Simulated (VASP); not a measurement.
# Al2Cu (pbe) (I4/mcm) in VASP: relaxation of cell and atoms with PBE

Aim: the relaxation of cell and atoms of Al2Cu (pbe) with PBE.

All numbers are computed with VASP 6.6.1; they aren't measurements. Logs are shortened: lines on timing, memory, paths and dates and some standing lists are left out, and cuts for length are marked.

## 1. The cell of the first run

The structure is tetragonal, space group I4/mcm (No. 140). The conventional cell has a = 6.052 Å, b = 6.052 Å, c = 4.883 Å, α = 90.00°, β = 90.00°, γ = 90.00°. Al (site symmetry m2m) has 4 Cu at 2.58 Å and 11 Al at 2.72 to 3.22 Å within 3.4 Å. Cu (site symmetry 422) has 2 Cu at 2.44 Å and 8 Al at 2.58 Å within 3.2 Å.

## 2. Relaxation of cell and atoms, PBE

INCAR

```
SYSTEM = Al2Cu
PREC = Accurate ; ENCUT = 600
EDIFF = 1E-7 ; ISMEAR = -1
SIGMA = 0.15 ; LREAL = .FALSE.
LASPH = .TRUE. ; NELM = 60
ALGO = Fast ; ISIF = 3
LWAVE = .FALSE. ; LCHARG = .FALSE.
GGA = PE ; IBRION = 2
NSW = 80 ; EDIFFG = -0.001
```

KPOINTS

```
regular mesh
0
G
  10 10 10
  0 0 0
```

POSCAR

```
Al2Cu
1.0
   -3.0260353323      3.0260353323      2.4416656490
    3.0260353323     -3.0260353323      2.4416656490
    3.0260353323      3.0260353323     -2.4416656490
Al Cu
4 2
Direct
    0.3412775159      0.1587224841      0.5000000000
    0.1587224841      0.6587224841      0.8174449683
    0.8412775159      0.3412775159      0.1825550317
    0.6587224841      0.8412775159      0.5000000000
    0.7500000000      0.7500000000      0.0000000000
    0.2500000000      0.2500000000      0.0000000000
```

Potentials or basis: VASP PAW PBE potentials, release 64 (Al, Cu).

On the command line:

```bash
> cat potpaw_PBE.64/Al/POTCAR potpaw_PBE.64/Cu/POTCAR > POTCAR
> mpirun -np 1 vasp_std > vasp.out
```

OUTCAR:

```text
SYSTEM = Al2Cu
   PREC = Accurate
   ENCUT = 600
   EDIFF = 1E-7
   ISMEAR = -1
   LREAL = .FALSE.
   LASPH = .TRUE.
   NELM = 60
   ISIF = 3
   GGA = PE
   IBRION = 2
   NSW = 80
   EDIFFG = -0.001

 ion  position               nearest neighbor table
   1  0.341  0.159  0.500-   5 2.58   6 2.58   6 2.58   5 2.58   4 2.72   4 2.90   4 2.90   2 3.11
                             3 3.11   2 3.11   3 3.11   2 3.22   3 3.22   3 3.22   2 3.22
   2  0.159  0.659  0.817-   5 2.58   6 2.58   5 2.58   6 2.58   3 2.72   3 2.90   3 2.90   1 3.11
                             4 3.11   4 3.11   1 3.11   1 3.22   4 3.22   1 3.22   4 3.22
   3  0.841  0.341  0.183-   5 2.58   6 2.58   5 2.58   6 2.58   2 2.72   2 2.90   2 2.90   1 3.11
                             4 3.11   4 3.11   1 3.11   1 3.22   4 3.22   4 3.22   1 3.22
   4  0.659  0.841  0.500-   6 2.58   5 2.58   5 2.58   6 2.58   1 2.72   1 2.90   1 2.90   2 3.11
                             3 3.11   2 3.11   3 3.11   2 3.22   3 3.22   2 3.22   3 3.22
   5  0.750  0.750  0.000-   6 2.44   6 2.44   2 2.58   3 2.58   2 2.58   3 2.58   4 2.58   1 2.58
                             4 2.58   1 2.58
   6  0.250  0.250  0.000-   5 2.44   5 2.44   2 2.58   3 2.58   2 2.58   3 2.58   1 2.58   1 2.58
                             4 2.58   4 2.58

  LATTYP: Found a body centered tetragonal cell.
 ALAT       =     6.0520706646
 C/A-ratio  =     0.8068860343

  Lattice vectors:

 A1 = (  -3.0260353323,   3.0260353323,   2.4416656490)
 A2 = (   3.0260353323,  -3.0260353323,   2.4416656490)
 A3 = (   3.0260353323,   3.0260353323,  -2.4416656490)

Analysis of symmetry for initial positions (statically):
=====================================================================
 Subroutine PRICEL returns:
 Original cell was already a primitive cell.

 Routine SETGRP: Setting up the symmetry group for a
 body centered tetragonal supercell.

 Subroutine GETGRP returns: Found 16 space group operations
 (whereof  8 operations were pure point group operations)
 out of a pool of 16 trial point group operations.

The static configuration has the point symmetry C_4h.
 The point group associated with its full space group is D_4h.

Analysis of symmetry for dynamics (positions and initial velocities):
=====================================================================
 Subroutine PRICEL returns:
 Original cell was already a primitive cell.

 Routine SETGRP: Setting up the symmetry group for a
 body centered tetragonal supercell.

 Subroutine GETGRP returns: Found 16 space group operations
 (whereof  8 operations were pure point group operations)
 out of a pool of 16 trial point group operations.

The dynamic configuration has the point symmetry C_4h.
 The point group associated with its full space group is D_4h.

 Subroutine INISYM returns: Found 16 space group operations
 (whereof  8 operations are pure point group operations),
 and found     1 'primitive' translations

----------------------------------------------------------------------------------------

                                     Primitive cell

  volume of cell :      89.4323

  direct lattice vectors                    reciprocal lattice vectors
    -3.026035332  3.026035332  2.441665649     0.000000000  0.165232704  0.204778242
     3.026035332 -3.026035332  2.441665649     0.165232704  0.000000000  0.204778242
     3.026035332  3.026035332 -2.441665649     0.165232704  0.165232704  0.000000000

  length of vectors
     4.927018450  4.927018450  4.927018450     0.263127298  0.263127298  0.233674331

  position of ions in fractional coordinates (direct lattice)
     0.341277516  0.158722484  0.500000000
     0.158722484  0.658722484  0.817444968
     0.841277516  0.341277516  0.182555032
     0.658722484  0.841277516  0.500000000
     0.750000000  0.750000000  0.000000000
     0.250000000  0.250000000  0.000000000

  ion indices of the primitive-cell ions
   primitive index   ion index
                 1           1
                 2           2
                 3           3
                 4           4
                 5           5
                 6           6

----------------------------------------------------------------------------------------

 KPOINTS: regular mesh

Automatic generation of k-mesh.
 Grid dimensions read from file:
 generate k-points for:   10   10   10

 Generating k-lattice:

  Cartesian coordinates                     Fractional coordinates (reciprocal lattice)
     0.000000000  0.016523270  0.020477824     0.100000000  0.000000000 -0.000000000
     0.016523270  0.000000000  0.020477824     0.000000000  0.100000000 -0.000000000
     0.016523270  0.016523270  0.000000000     0.000000000  0.000000000  0.100000000

  Length of vectors
     0.026312730  0.026312730  0.023367433

  Shift w.r.t. Gamma in fractional coordinates (k-lattice)
     0.000000000  0.000000000  0.000000000

 Subroutine IBZKPT returns following result:
 ===========================================

 Found    102 irreducible k-points:

 Following reciprocal coordinates:
            Coordinates               Weight
  0.000000  0.000000  0.000000      1.000000
  0.100000  0.000000 -0.000000      8.000000
  0.200000  0.000000 -0.000000      8.000000
  0.300000  0.000000  0.000000      8.000000
  0.400000 -0.000000  0.000000      8.000000
  0.500000 -0.000000  0.000000      4.000000
[... 16 lines left out ...]
  0.300000  0.300000 -0.000000      8.000000
  0.400000  0.300000 -0.000000     16.000000
 [... further k-points ...]
   k-points           NKPTS =    102   k-points in BZ     NKDIM =    102   number of bands    NBANDS=     21
   number of dos      NEDOS =    301   number of ions     NIONS =      6
   total plane-waves  NPLWV =  64000
   dimension x,y,z NGX =    40 NGY =   40 NGZ =   40
   dimension x,y,z NGXF=    80 NGYF=   80 NGZF=   80
   ions per type =               4   2
   NGX,Y,Z   is equivalent  to a cutoff of  13.50, 13.50, 13.50 a.u.
   NGXF,Y,Z  is equivalent  to a cutoff of  26.99, 26.99, 26.99 a.u.
 SYSTEM =  Al2Cu
   PREC   = accura    normal or accurate (medium, high low for compatibility)
   ISTART =      0    job   : 0-new  1-cont  2-samecut
   ICHARG =      2    charge: 1-file 2-atom 10-const
   ISPIN  =      1    spin polarized calculation?
   LNONCOLLINEAR =      F non collinear calculations
   LSORBIT =      F    spin-orbit coupling
   LASPH  =      T    aspherical Exc in radial PAW
   ENCUT  =  600.0 eV  44.10 Ry    6.64 a.u.   9.84  9.84  9.84*2*pi/ulx,y,z
   NELM   =     60;   NELMIN=  2; NELMDL= -5     # of ELM steps
   EDIFF  = 0.1E-06   stopping-criterion for ELM
   LREAL  =      F    real-space projection
   EDIFFG = -.1E-02   stopping-criterion for IOM
   NSW    =     80    number of steps for IOM
   IBRION =      2    ionic relax: 0-MD 1-quasi-New 2-CG
   NFREE  =      1    steps in history (QN), initial steepest desc. (CG)
   ISIF   =      3    stress and relaxation
   ISYM   =      2    0-nonsym 1-usesym 2-fastsym
   POTIM  = 0.5000    time-step for ionic-motion
   TEBEG  =    0.0;   TEEND  =   0.0 temperature during run
   PSTRESS=    0.0 pullay stress
   NELECT =      34.0000    total number of electrons
   NUPDOWN=      -1.0000    fix difference up-down
   EMIN   =  10.00;   EMAX   =-10.00  energy-range for DOS
   EFERMI =   0.00;   METHOD = LEGACY
   ISMEAR =    -1;   SIGMA  =   0.15  broadening in eV -4-tet -1-fermi 0-gaus
   EFERMI_NEDOS =   21; number of points for ismear=-14 and -15
   IALGO  =     68    algorithm
   IMIX   =      4    mixing-type and parameters
     AMIX     =   0.40;   BMIX     =  1.00
     AMIX_MAG =   1.60;   BMIX_MAG =  1.00
  volume/ion in A,a.u.               =      14.91       100.59
  Fermi-wavevector in a.u.,A,eV,Ry     =   1.185959  2.241138 19.136583  1.406499
  Thomas-Fermi vector in A             =   2.322142
   LORBIT       =      0    0 simple, 1 ext, 2 COOP (PROOUT), +10 PAW based schemes
   GGA     = PE    functional components
   LHFCALC =     F    Hartree Fock is set to
   AEXX    =    0.0000 exact exchange contribution
   IVDW    =     0    specifies the selected vdW correction
   LEPSILON=     F    determine dielectric tensor
   LRPA    =     F    only Hartree local field effects (RPA)
 conjugate gradient relaxation of ions
 non-spin polarized calculation
 RMM-DIIS sequential band-by-band and
  energy-cutoff  :      600.00
  volume of cell :       89.43
 maximum number of plane-waves:      3018
   NGX = 19   NGY = 19   NGZ = 19

--------------------------------------- Ionic step        1  -------------------------------------------

 number of electron      33.9999976 magnetization

 Free energy of the ion-electron system (eV)
  ---------------------------------------------------
  ext. energy  EPLUGINS =         0.00000000
  ---------------------------------------------------
  free energy    TOTEN  =       -23.45604216 eV

  energy without entropy =      -23.31129735  energy(sigma->0) =      -23.38366975

------------------------ aborting loop because EDIFF is reached ----------------------------------------

  FORCE on cell =-STRESS in cart. coord.  units (eV):
  Direction    XX          YY          ZZ          XY          YZ          ZX
  --------------------------------------------------------------------------------------
  -------------------------------------------------------------------------------------
  Total        0.1897804      0.1897804      0.1699783      0.0000000     -0.0000000      0.0000000
  in kB        3.3999124      3.3999124      3.0451588      0.0000000     -0.0000000      0.0000000
  external PRESSURE =       3.2816612 kB  Pullay stress =       0.0000000 kB
[... 265 lines left out ...]
  energy  without entropy=      -23.3112522741  energy(sigma->0) =      -23.38379275

--------------------------------------- Ionic step        8  -------------------------------------------

 number of electron      33.9999976 magnetization

 Free energy of the ion-electron system (eV)
  ---------------------------------------------------
  ext. energy  EPLUGINS =         0.00000000
  ---------------------------------------------------
  free energy    TOTEN  =       -23.45633843 eV

  energy without entropy =      -23.31128659  energy(sigma->0) =      -23.38381251

 E-fermi :   7.9382     XC(G=0): -10.8428

 val. band max:        7.9038309044   @ k =  -0.1000   0.3000   0.1000
 cond. band min:       7.9426108731   @ k =  -0.2000  -0.3000   0.2000
 fundamental gap:      0.0387799687
 Fermi energy:         7.9381601092

 k-point     1 :       0.0000    0.0000    0.0000
  band No.  band energies     occupation
      1      -2.7859      2.00000
      2       2.6504      2.00000
      3       2.8553      2.00000
      4       2.8553      2.00000
      5       2.8904      2.00000
      6       3.7630      2.00000
[... 550 lines left out ...]
      5       3.2421      2.00000
      6       3.3968      2.00000
[... 13 lines left out ...]
     20      10.5439      0.00000
     21      11.2804      0.00000

 [... further k-points ...]
[... 5 lines left out ...]
  --------------------------------------------------------------------------------------
  -------------------------------------------------------------------------------------
  Total        0.0032866      0.0032866      0.0024781      0.0000000     -0.0000000      0.0000000
  in kB        0.0586937      0.0586937      0.0442547      0.0000000     -0.0000000      0.0000000
  external PRESSURE =       0.0538807 kB  Pullay stress =       0.0000000 kB
[... 21 lines left out ...]
  FREE ENERGIE OF THE ION-ELECTRON SYSTEM (eV)
  ---------------------------------------------------
  free  energy   TOTEN  =       -23.4563384264 eV

  energy  without entropy=      -23.3112865944  energy(sigma->0) =      -23.38381251

 reached required accuracy - stopping structural energy minimisation
```

Run time: 23 min. Hardware: 1 thread of Oxide Virtual Turin-like, shared host; peak memory 0.37 GiB.

What came out:

* Free energy: -23.4563 eV
* Relaxed volume: 14.95 Å³/atom
* Relaxed cell: a = 4.932 Å, b = 4.932 Å, c = 4.932 Å, α = 104.20°, β = 104.20°, γ = 120.62°
* Space group after relaxing (to 0.05 Å): I4/mcm (No. 140)
* Energy gained by relaxing: 0.0 meV/atom
* Ionic steps: 8
* Pressure after relaxing: 0.0 GPa
* Band gap on the k mesh: zero (band 17 reaches 10.47 eV, above the bottom of band 18 at 6.16 eV)

The path:
| step | energy change (eV) | largest force (eV/Å) | pressure (GPa) | volume (Å³) |
| --- | --- | --- | --- | --- |
| 1 | 0.0000 | 0.0115 | 0.33 | 89.43 |
| 2 | -0.0002 | 0.0055 | -0.13 | 89.83 |
| 3 | -0.0003 | 0.0074 | -0.01 | 89.71 |
| 4 | -0.0003 | 0.0074 | 0.01 | 89.70 |
| 5 | -0.0003 | 0.0054 | 0.00 | 89.70 |
| 6 | -0.0003 | 0.0002 | 0.03 | 89.70 |
| 7 | -0.0003 | 0.0008 | -0.03 | 89.74 |
| 8 | -0.0003 | 0.0004 | 0.01 | 89.72 |

Final structure:
```xyz
6
Lattice="-3.0298 3.0298 2.4433 3.0298 -3.0298 2.4433 3.0298 3.0298 -2.4433" Properties=species:S:1:pos:R:3 pbc="T T T"
Al    0.9607    2.0692    0.0000
Al    3.9905    0.9607    0.0000
Al   -0.9607    2.0692    2.4433
Al    2.0692    0.9607    2.4433
Cu    0.0000    0.0000    3.6649
Cu    0.0000    0.0000    1.2216
```

Levels at points of the mesh, in eV from the Fermi level:
```tsv
k point	band 14	band 15	band 16	band 17	band 18	band 19	band 20	band 21
(0.00, 0.00, 0.00)	-1.96	-1.34	-1.19	-1.19	-0.84	-0.40	0.06	1.39
(0.50, 0.00, 0.00)	-3.07	-2.59	-2.59	0.22	0.22	4.02	4.02	4.29
(0.50, 0.50, 0.00)	-2.79	-1.42	-1.28	-1.01	-0.69	0.77	1.24	4.62
(0.50, 0.50, 0.50)	-3.22	-3.22	-1.84	2.53	2.95	2.95	3.31	3.97
```
